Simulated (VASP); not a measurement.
TiAl: single point with r2SCAN

Crystal: TiAl.

```
CELL_PARAMETERS angstrom
2.75385 0.00000 0.00000
-1.37693 2.38491 0.00000
0.00000 0.00000 4.63387
ATOMIC_POSITIONS crystal
Ti 0.00000 0.00000 0.00000
Al 0.33333 0.66667 0.50000
```

This cell differs from its parent crystal: strain -0.040 along x and y, +0.000 along z.

* Program: VASP 6.6.1
* Task: single point
* Functional: r2SCAN
* Potentials or basis: VASP PAW PBE potentials, release 64 (Ti_sv, Al)
* Cutoff: 520 eV
* k mesh: 24 × 24 × 14
* Occupations: gaussian, width 0.15 eV
* Spin: no spin polarisation

```json
{"Pressure": "10.3 GPa"}
```

Stress tensor (GPa, compression positive):
```
12.41  0.00  0.00
 0.00 12.41  0.00
 0.00  0.00  6.17
```

Levels at points of the mesh, in eV from the Fermi level:
| k point | band 5 | band 6 | band 7 | band 8 | band 9 | band 10 |
| --- | --- | --- | --- | --- | --- | --- |
| (0.00, 0.00, 0.00) | -10.01 | -2.68 | -2.44 | 1.55 | 1.55 | 3.49 |
| (0.50, 0.00, 0.00) | -4.15 | -2.94 | -1.83 | -1.26 | 2.67 | 4.34 |
| (0.00, 0.00, 0.50) | -9.07 | -5.92 | -0.73 | 1.56 | 1.56 | 3.41 |
| (0.50, 0.00, 0.50) | -4.07 | -2.70 | -2.14 | 0.65 | 1.05 | 2.48 |

It took 6.8 min on 1 thread of AMD EPYC 9R45 96-Core Processor (Zen 5), with other jobs on the host, peak memory 0.29 GiB.

Caveat: the cell differs from its parent crystal (strain -0.040 along x and y, +0.000 along z); the PAW data sets were made with another functional, which shifts forces and pressure a little.
